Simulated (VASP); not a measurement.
A run of VASP 6.6.1 is set up as follows.

File INCAR:

```
PREC = Accurate ; ENCUT = 520
EDIFF = 1E-7 ; ISMEAR = 0
SIGMA = 0.05 ; LREAL = False
LASPH = True ; NELM = 60
ALGO = Normal ; ISIF = 2
LWAVE = False ; LCHARG = True
GGA = PE ; IVDW = 12
LELF = True ; LVHAR = True
NBANDS = 60 ; NELECT = 96.0
```

The input KPOINTS:

```
Automatic mesh
0
Gamma
  6 6 6
```

File POSCAR:

```
W4S7
1.0
    3.1571976361     -5.4684267153      0.0000000000
   -3.1571976361     -5.4684267153      0.0000000000
    0.0000000000     -3.6456178102     -6.0395755976
W S
4 7
Direct
    0.4993440419      0.4993440419      0.0019678744
    0.9993440419      0.4993440419      0.0019678744
    0.4993440419      0.9993440419      0.0019678744
    0.9993440419      0.9993440419      0.0019678744
    0.0791743081      0.0791743081      1.2624770757
    0.7527816500      0.2527816500      0.7416550499
    0.2527816500      0.7527816500      0.7416550499
    0.7527816500      0.7527816500      0.7416550499
    0.5791743081      0.0791743081      0.2624770757
    0.0791743081      0.5791743081      0.2624770757
    0.5791743081      0.5791743081      0.2624770757
```

Potentials or basis: VASP PAW PBE potentials, release 64 (W_sv, S).

Run with:

```console
$ cat potpaw_PBE.64/W_sv/POTCAR potpaw_PBE.64/S/POTCAR > POTCAR
$ mpirun -np 1 vasp_std > vasp.out
```

(1) Estimate the largest force.

(2) Predict the dispersion energy per atom.

Answers

(1) 0.644 eV/Å.

(2) -0.405 eV.

Caveat: the cell carries a net charge on a neutralising background, which shifts energy and pressure; the cell differs from its parent crystal (atoms taken out, atom 5 moved 1.000 of the way to it and +0.000 Å across, host rigid).
